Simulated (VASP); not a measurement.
Crystal: GaSbTeSe2.

```
Ga Sb Te Se
1.0
     4.29753    0.00000    0.00000
    -2.14876    3.72177    0.00000
     0.00000    0.00000    8.84731
Ga Sb Te Se
1 1 1 2
Direct
  0.66667 0.33333 0.50000
  0.66667 0.33333 0.00000
  0.33333 0.66667 0.00000
  0.66667 0.33333 0.70008
  0.66667 0.33333 0.29992
```

| Property | Result |
| --- | --- |
| Program | VASP 6.6.1 |
| Task | relaxation of cell and atoms |
| Functional | PBE |
| Potentials or basis | VASP PAW PBE potentials, release 64 (Ga_d, Sb, Te, Se) |
| Cutoff | 600 eV |
| k mesh | 6 × 6 × 2 |
| Occupations | gaussian, width 0.1 eV |
| Spin | no spin polarisation |

At the start: pressure 46.2 GPa; volume 28.30 Å³/atom.

**Question.** Where does the relaxation end?

**Answer.** Over 25 steps the energy falls by 1943.8 meV/atom and the volume is 47.04 Å³/atom (+66.2 %); space group P-6m2 (No. 187, to 0.05 Å).

The path:
```tsv
step	energy change (eV)	largest force (eV/Å)	pressure (GPa)	volume (Å³)
1	0.0000	17.0176	46.20	141.51
2	-4.9361	0.8860	-2.51	367.16
3	-5.3605	0.7339	-2.25	342.06
4	-5.7088	0.5766	-1.98	321.66
5	-7.4316	0.4050	1.31	221.12
6	-7.6089	1.6298	9.02	178.84
7	-7.7112	1.0898	4.45	197.60
8	-7.7271	1.2902	5.40	192.52
9	-9.2459	1.1391	0.10	233.08
10	-9.3293	1.1015	-0.44	243.13
11	-9.3164	1.0154	-1.07	263.71
12	-9.3487	1.0662	-0.79	252.04
13	-9.4705	1.0788	0.10	244.50
14	-9.4931	1.0658	0.89	239.03
15	-9.5505	0.8725	0.82	237.90
16	-9.6505	0.2332	0.85	234.52
17	-9.6558	0.0638	0.97	233.32
18	-9.7086	0.0567	0.20	236.62
19	-9.7146	0.1212	-0.17	238.33
20	-9.7146	0.1174	-0.15	238.22
21	-9.7157	0.1066	-0.12	237.70
22	-9.7180	0.0738	-0.03	236.15
23	-9.7174	0.0018	0.18	233.07
24	-9.7186	0.0449	0.05	234.91
25	-9.7189	0.0313	0.01	235.20
```

Final structure:
```cif
data_structure
_symmetry_space_group_name_H-M 'P 1'
_symmetry_Int_Tables_number 1
_cell_length_a 5.1574
_cell_length_b 5.1574
_cell_length_c 10.2103
_cell_angle_alpha 90.000
_cell_angle_beta 90.000
_cell_angle_gamma 120.000
_cell_volume 235.20
loop_
_atom_site_label
_atom_site_type_symbol
_atom_site_fract_x
_atom_site_fract_y
_atom_site_fract_z
_atom_site_occupancy
Ga1 Ga 0.66667 0.33333 0.50000 1
Sb1 Sb 0.66667 0.33333 0.00000 1
Te1 Te 0.33333 0.66667 0.00000 1
Se1 Se 0.66667 0.33333 0.72290 1
Se2 Se 0.66667 0.33333 0.27710 1
```

Caveat: the volume moved by over 15 % at a fixed basis, so the end points are rough.
